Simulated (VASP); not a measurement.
Wanted: the native input for a VASP 6.6.1 run.

```yaml
Task: relaxation of cell and atoms
Functional: r2SCAN
Potentials_or_basis: VASP PAW PBE potentials, release 64 (P)
Cutoff: 600 eV
k_mesh: 17 × 17 × 17
Occupations: gaussian, width 0.05 eV
Spin: no spin polarisation
Target_pressure: 30 GPa
Dipole_correction: no
Further_INCAR_settings: ALGO = Normal; EDIFF = 1e-07; IBRION = 2; EDIFFG = -0.01; NSW = 80; ISIF = 3
```

The system is P.

```
P
1.0
     2.53000    0.00000    0.00000
     0.00000    2.53000    0.00000
     0.00000    0.00000    2.53000
P
1
Direct
  0.00000 0.00000 0.00000
```

This isn't the form of P at room conditions, which is orthorhombic.

The input as run:

POSCAR

```
P
1.0
    2.5300000000      0.0000000000      0.0000000000
    0.0000000000      2.5300000000      0.0000000000
    0.0000000000      0.0000000000      2.5300000000
P
1
Direct
    0.0000000000      0.0000000000      0.0000000000
```

INCAR.step1

```
SYSTEM = P
ALGO     = Normal         ! electronic algorithm
EDIFF    = 1E-4           ! SCF threshold, eV
ENCUT    = 600            ! plane-wave cutoff, eV
GGA      = PE             ! functional
ISMEAR   = 0              ! smearing method
LASPH    = .TRUE.         ! aspherical terms in the spheres
LCHARG   = .FALSE.        ! write CHGCAR
LREAL    = .FALSE.        ! projectors in reciprocal space
LWAVE    = .TRUE.         ! write WAVECAR
NELM     = 100            ! most SCF steps
PREC     = Accurate       ! precision mode
SIGMA    = 0.05           ! smearing width, eV
```

INCAR.step2

```
SYSTEM = P
ALGO     = Normal         ! electronic algorithm
EDIFF    = 1E-7           ! SCF threshold, eV
EDIFFG   = -0.01          ! ionic threshold
ENCUT    = 600            ! plane-wave cutoff, eV
IBRION   = 2              ! ionic algorithm
ISIF     = 3              ! what is computed and relaxed
ISMEAR   = 0              ! smearing method
ISTART   = 1            
LASPH    = .TRUE.         ! aspherical terms in the spheres
LCHARG   = .FALSE.        ! write CHGCAR
LMIXTAU  = .TRUE.       
LREAL    = .FALSE.        ! projectors in reciprocal space
LWAVE    = .FALSE.        ! write WAVECAR
METAGGA  = R2SCAN         ! meta-GGA
NELM     = 100            ! most SCF steps
NSW      = 80             ! ionic steps
PREC     = Accurate       ! precision mode
PSTRESS  = 300.0        
SIGMA    = 0.05           ! smearing width, eV
```

KPOINTS

```
k-points
0
G
  17 17 17
  0 0 0
```

Potentials or basis: VASP PAW PBE potentials, release 64 (P).

The run is started by

```sh
$ cat potpaw_PBE.64/P/POTCAR > POTCAR
$ cp INCAR.step1 INCAR
$ mpirun -np 1 vasp_std > vasp.out
$ cp INCAR.step2 INCAR
$ mpirun -np 1 vasp_std > vasp.out
```

Results of the run:

```yaml
Relaxed_volume: 12.18 Å³/atom
Relaxed_cell: a = 2.301 Å, b = 2.301 Å, c = 2.301 Å, α = 90.00°, β = 90.00°, γ = 90.00°
Space_group_after_relaxing_to_0.1_Å: Pm-3m (No. 221)
Energy_change_on_relaxing_the_run_minimises_the_enthalpy: +103.9 meV/atom
Ionic_steps: 5
Pressure_after_relaxing: 30.0 GPa
Band_gap_on_the_k_mesh: zero (an odd number of electrons rules out a gap without spin polarisation)
```

Caveat: the cell is relaxed towards a set pressure, so the run minimises the enthalpy, not the energy; the volume moved by over 15 % at a fixed basis, so the end points are rough; the PAW data sets were made with another functional, which shifts forces and pressure a little.

Run time: 5.9 min on 1 thread of Intel Xeon 8259CL, on a shared host, peak memory 0.14 GiB.
